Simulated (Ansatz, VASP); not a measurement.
One calculation of Fe, two programs

POSCAR

```
Fe
1.0
    2.8980000000      0.0000000000      0.0000000000
    0.0000000000      2.8980000000      0.0000000000
    0.0000000000      0.0000000000      2.8980000000
Fe
2
Direct
    0.0000000000      0.0000000000      0.0000000000
    0.5000000000      0.5000000000      0.5000000000
```

INCAR.step1

```
  PREC = Accurate
  ENCUT = 520
  EDIFF = 1E-5
  ISMEAR = -1
  SIGMA = 0.05
  LREAL = F
  LASPH = T
  NELM = 200
  ALGO = Normal
  ISIF = 2
  LWAVE = T
  LCHARG = F
  ISPIN = 2
  MAGMOM = 1.6 1.6
  LORBIT = 11
  LMAXMIX = 4
  GGA = PE
  NBANDS = 19
  GGA_COMPAT = F
```

Contents of INCAR.step2:

```
  PREC = Accurate
  ENCUT = 520
  EDIFF = 1E-6
  ISMEAR = -1
  SIGMA = 0.05
  LREAL = F
  LASPH = T
  NELM = 200
  ALGO = Normal
  ISIF = 2
  LWAVE = F
  LCHARG = F
  ISPIN = 2
  MAGMOM = 1.6 1.6
  LORBIT = 11
  LMAXMIX = 4
  GGA = PE
  LHFCALC = T
  HFSCREEN = 0.2079
  PRECFOCK = Normal
  ISTART = 1
  NBANDS = 19
  GGA_COMPAT = F
```

KPOINTS

```
Automatic mesh
0
Gamma
  5 5 5
```

Input for Ansatz:

```yaml
crystal:
  lattice:
    - [2.898, 0.0, 0.0]
    - [0.0, 2.898, 0.0]
    - [0.0, 0.0, 2.898]
  atoms:
    - { symbol: Fe, position: [0.0, 0.0, 0.0], spin: 1.6 }
    - { symbol: Fe, position: [0.5, 0.5, 0.5], spin: 1.6 }
magnetization:
  spin_polarized: true
hamiltonian:
  xc: hse06
  pseudopotentials: { kind: paw }
basis:
  ecutwfc: 420
kpoints:
  mp_grid: { grid: [5, 5, 5] }
scf:
  occupations: { method: fermi_dirac, width: 0.05 }
  lower_state_search: "off"
output:
  forces: true
  stress: true
```

Change from the starting cell: moments ++ scaled by 0.4, plain SCF.

Alike in both runs: task single point; functional HSE06; k mesh 5 × 5 × 5; occupations fermi-dirac, width 0.05 eV; collinear spin.

```csv
,VASP,Ansatz
version,VASP 6.6.1,Ansatz 0.2.0
potentials or method,"VASP PAW PBE potentials, release 64 (Fe), cutoff 520 eV","PAW, plane waves, scalar-relativistic"
valence electrons in the cell,16,32
```

Ansatz gave:

```
pressure (GPa)                                                : -1.5
net moment per atom (μB)                                      : 2.74
size of the moment on the site where the two differ most (μB) : 2.99
```

Question: Which values does VASP return?

Answer: Pressure (GPa): -1.1; net moment per atom (μB): 2.75; size of the moment on the site where the two differ most (μB): 2.83.

Site moments also hang on the region over which each program counts them. The functional is the same, so the differences come from potentials, cutoffs and numerics. VASP's potentials hold 16 valence electrons a cell and Ansatz's 32, so a difference there can come from the potentials and not from the codes. Ansatz's warnings: filled band counts differ across k points, stability check not made, stress exchange threshold loose, stress scf threshold loose.

The k mesh is coarse, so the values compare programs but aren't converged.
